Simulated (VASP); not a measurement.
A run of VASP 6.6.1 is set up as follows.

File POSCAR:

```
CsH
1.0
    0.0000000000      3.1912544200      3.1912544200
    3.1912544200      0.0000000000      3.1912544200
    3.1912544200      3.1912544200      0.0000000000
Cs H
1 1
Direct
   -0.0047003460      0.0047003460      0.0047003460
    0.5000000000      0.5000000000      0.5000000000
```

Contents of INCAR.step1:

```
ALGO = Normal
EDIFF = 1E-4
ENCUT = 520
GGA = PE
ISMEAR = -1
LASPH = T
LCHARG = F
LREAL = F
LWAVE = T
NBANDS = 12
NELM = 60
PREC = Accurate
SIGMA = 0.02
```

Contents of INCAR.step2:

```
ALGO = Normal
EDIFF = 1E-8
ENCUT = 520
ISIF = 2
ISMEAR = -1
ISTART = 1
LASPH = T
LCHARG = F
LEFG = T
LMIXTAU = T
LREAL = F
LWAVE = F
METAGGA = R2SCAN
NBANDS = 12
NELM = 60
PREC = Accurate
SIGMA = 0.02
```

Contents of KPOINTS:

```
k-points
0
Gamma
  7 7 7
```

Potentials or basis: VASP PAW PBE potentials, release 64 (Cs_sv, H).

Command:

```bash
$ cat potpaw_PBE.64/Cs_sv/POTCAR potpaw_PBE.64/H/POTCAR > POTCAR
$ cp INCAR.step1 INCAR
$ mpirun -np 1 vasp_std > vasp.out
$ cp INCAR.step2 INCAR
$ mpirun -np 1 vasp_std > vasp.out
```

Task: Estimate the band gap on the k mesh.

Result: 2.90 eV.

Task: Estimate the largest force.

Result: 0.018 eV/Å.

Forces on the atoms (eV/Å):
```
Cs  -0.018  0.000  0.000
H    0.018  0.000  0.000
```

Caveat: the cell differs from its parent crystal (0.0, 0.0] A); without QUAD_EFG the Cq values of the log hold for a quadrupole moment of 1 mb, not for the nuclei; the PAW data sets were made with another functional, which shifts forces and pressure a little; spin-orbit coupling is left out, which moves the levels of the heavy elements; an odd mesh through Γ misses points on the zone boundary, where band edges can lie.
